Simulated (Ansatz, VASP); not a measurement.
One calculation of HfMg3, two programs

INCAR

```
SYSTEM = HfMg3
  PREC = Accurate
  ENCUT = 520
  EDIFF = 1E-7
  ISMEAR = 1
  SIGMA = 0.1
  LREAL = .FALSE.
  LASPH = .TRUE.
  NELM = 80
  ALGO = Normal
  ISIF = 2
  LWAVE = .FALSE.
  LCHARG = .TRUE.
  GGA = PE
  LELF = .TRUE.
  LVHAR = .TRUE.
  NBANDS = 16
```

KPOINTS

```
regular mesh
0
G
  7 7 7
  0 0 0
```

Contents of POSCAR:

```
HfMg3
1.0
   -2.2263530000      2.2263530000      4.4846200000
    2.2263530000     -2.2263530000      4.4846200000
    2.2263530000      2.2263530000     -4.4846200000
Mg Hf
3 1
Direct
    0.5000000000      0.5000000000      0.0000000000
    0.2500000000      0.7500000000      0.5000000000
    0.7500000000      0.2500000000      0.5000000000
    0.0000000000      0.0000000000      0.0000000000
```

Input for Ansatz:

```yaml
crystal:
  lattice:
    - [-2.226353, 2.226353, 4.48462]
    - [2.226353, -2.226353, 4.48462]
    - [2.226353, 2.226353, -4.48462]
  atoms:
    - { symbol: Mg, position: [0.5, 0.5, 0.0] }
    - { symbol: Mg, position: [0.25, 0.75, 0.5] }
    - { symbol: Mg, position: [0.75, 0.25, 0.5] }
    - { symbol: Hf, position: [0.0, 0.0, 0.0] }
basis:
  ecutwfc: 500.0
kpoints:
  mp_grid:
    grid: [7, 7, 7]
hamiltonian:
  xc: pbe
scf:
  occupations:
    method: cold
    width: 0.1
output:
  stress: true
```

Alike in both runs: task single point; functional PBE; k mesh 7 × 7 × 7; no spin polarisation.

|  | VASP | Ansatz |
| --- | --- | --- |
| version | VASP 6.6.1 | Ansatz 0.2.0 |
| potentials or method | VASP PAW PBE potentials, release 64 (Mg, Hf_pv), cutoff 520 eV | plane waves, PAW |
| occupations | methfessel-paxton of order 1, width 0.1 eV | cold, width 0.1 eV |
| valence electrons in the cell | 16 | 56 |

|  | VASP | Ansatz | Ansatz less VASP |
| --- | --- | --- | --- |
| pressure (GPa) | -0.2 | 0.0 | +0.13 |
| traceless stress, the component that is largest in VASP (GPa) | -1.20 | -1.11 | +0.089 |

VASP's potentials hold 16 valence electrons a cell and Ansatz's 56, so a difference there can come from the potentials and not from the codes.

Neither program's run includes spin-orbit coupling.
